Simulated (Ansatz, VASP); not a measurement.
## Two plane-wave programs on FeO

INCAR

```
SYSTEM = FeO
ALGO = Normal ; EDIFF = 1E-6
ENCUT = 600 ; GGA = PS
GGA_COMPAT = .FALSE. ; ISIF = 2
ISMEAR = 0 ; ISPIN = 2
LASPH = .TRUE. ; LCHARG = .FALSE.
LDAU = .TRUE. ; LDAUJ = 0 0
LDAUL = 2 -1 ; LDAUPRINT = 1
LDAUTYPE = 2 ; LDAUU = 5 0
LMAXMIX = 4 ; LORBIT = 11
LREAL = .FALSE. ; LWAVE = .FALSE.
MAGMOM = 3.9 0.25 ; NBANDS = 22
NELM = 200 ; PREC = Accurate
SIGMA = 0.05
```

Contents of KPOINTS:

```
k-points
0
G
  8 8 8
  0 0 0
```

The input POSCAR:

```
FeO
1.0
    0.0000000000      2.1554001600      2.1554001600
    2.1554001600      0.0000000000      2.1554001600
    2.1554001600      2.1554001600      0.0000000000
Fe O
1 1
Direct
    0.0000000000      0.0000000000      0.0000000000
    0.5000000000      0.5000000000      0.5000000000
```

Input for Ansatz:

```yaml
crystal:
  lattice:
    - [0.0, 2.15540016, 2.15540016]
    - [2.15540016, 0.0, 2.15540016]
    - [2.15540016, 2.15540016, 0.0]
  atoms:
    - { symbol: Fe, position: [0.0, 0.0, 0.0], spin: 5.0 }
    - { symbol: O, position: [0.5, 0.5, 0.5] }
basis:
  ecutwfc: 420
  ecutrho_ratio: 4
kpoints:
  mp_grid: { grid: [8, 8, 8] }
hamiltonian:
  xc: pbesol
  hubbard:
    sites:
      - { site: 0, l: d, u_eff: 5.0, starting_ns: [{ spin: up, occupation_matrix: s0up }, { spin: down, occupation_matrix: s0down }] }
    occupation_matrices:
      s0up:
        matrix:
          - [0.97, 0.0, 0.0, 0.0, 0.0]
          - [0.0, 0.97, 0.0, 0.0, 0.0]
          - [0.0, 0.0, 0.97, 0.0, 0.0]
          - [0.0, 0.0, 0.0, 0.97, 0.0]
          - [0.0, 0.0, 0.0, 0.0, 0.97]
      s0down:
        matrix:
          - [0.02, 0.0, 0.0, 0.0, 0.0]
          - [0.0, 0.02, 0.0, 0.0, 0.0]
          - [0.0, 0.0, 0.02, 0.0, 0.0]
          - [0.0, 0.0, 0.0, 0.02, 0.0]
          - [0.0, 0.0, 0.0, 0.0, 0.02]
    ns_hold: { iters: 5 }
scf:
  occupations: { method: gaussian, width: 0.05 }
  lower_state_search: "off"
  max_iter: 150
output:
  forces: true
  stress: true
  eigenvalues: true
  populations: true
  hubbard: { sites: [{ site: 0, l: d }] }
magnetization:
  spin_polarized: true
```

Alike in both runs: task single point; functional PBEsol; k mesh 8 × 8 × 8; occupations gaussian, width 0.05 eV; collinear spin; Hubbard terms Fe d U = 5.0 eV.

|  | VASP | Ansatz |
| --- | --- | --- |
| version | VASP 6.6.1 | Ansatz 0.2.0 |
| potentials or method | VASP PAW PBE potentials, release 64 (Fe_sv, O), cutoff 600 eV | scalar-relativistic, plane waves, PAW |
| valence electrons in the cell | 22 | 22 |

```tsv
	VASP	Ansatz	Ansatz less VASP
gap on the k mesh at the Fermi level (eV)	none	none	-
pressure (GPa)	-9.1	-4.5	+4.68
net moment per atom (μB)	2.00	2.00	0.000
size of the moment on the site where the two differ most (μB)	3.68	3.54	-0.140
```

VASP's potentials were made for PBE, not for PBEsol. Site moments also hang on the region over which each program counts them. The programs project onto different local orbitals, so the same U acts differently, and such runs can settle in different states. A gap of «none» marks a metal or a gap that the smearing closes. Ansatz's warnings: filled band counts differ across k points.
